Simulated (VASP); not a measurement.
Sn: single point with PBE+D3(BJ)

Crystal: Sn.

```
Sn
1.0
    -2.12678    2.12678    1.50363
     2.12678   -2.12678    1.50363
     2.12678    2.12678   -1.50363
Sn
1
Direct
  0.00000 0.00000 0.00000
```

This cell differs from its parent crystal: ratio of the length along z to the lengths across it x 0.707, volume and fractional coordinates fixed.

| Quantity | Value |
| --- | --- |
| Program | VASP 6.6.1 |
| Task | single point |
| Functional | PBE |
| Dispersion | D3(BJ) |
| Potentials or basis | VASP PAW PBE potentials, release 64 (Sn_d) |
| Cutoff | 520 eV |
| k mesh | 20 × 20 × 20 |
| Occupations | gaussian, width 0.15 eV |
| Spin | no spin polarisation |

| Item | Value |
| --- | --- |
| Pressure | 1.1 GPa |
| Band gap on the k mesh | zero (bands 7 and 8 overlap by 8.03 eV) |
| Dispersion energy per atom | -0.386 eV |

Stress tensor (GPa, compression positive):
```
-1.82  0.00  0.00
 0.00 -1.82  0.00
 0.00  0.00  6.89
```

Levels at points of the mesh, in eV from the Fermi level:
```
           k point  band 5  band 6  band 7  band 8  band 9  band 10
(0.00, 0.00, 0.00)  -21.44  -11.22    5.30    5.30    8.69     9.54
(0.50, 0.00, 0.00)  -21.32   -5.09   -4.11    2.98    3.67     6.91
(0.50, 0.50, 0.00)  -21.38   -8.06   -4.94    7.72    8.13    11.79
(0.50, 0.50, 0.50)  -21.38   -4.73   -2.33   -2.33    2.51     5.34
```

It took 6.9 min on 1 thread of Intel Xeon 8259CL, on a shared host, peak memory 0.34 GiB.

Caveat: spin-orbit coupling is left out, which moves the levels of the heavy elements.
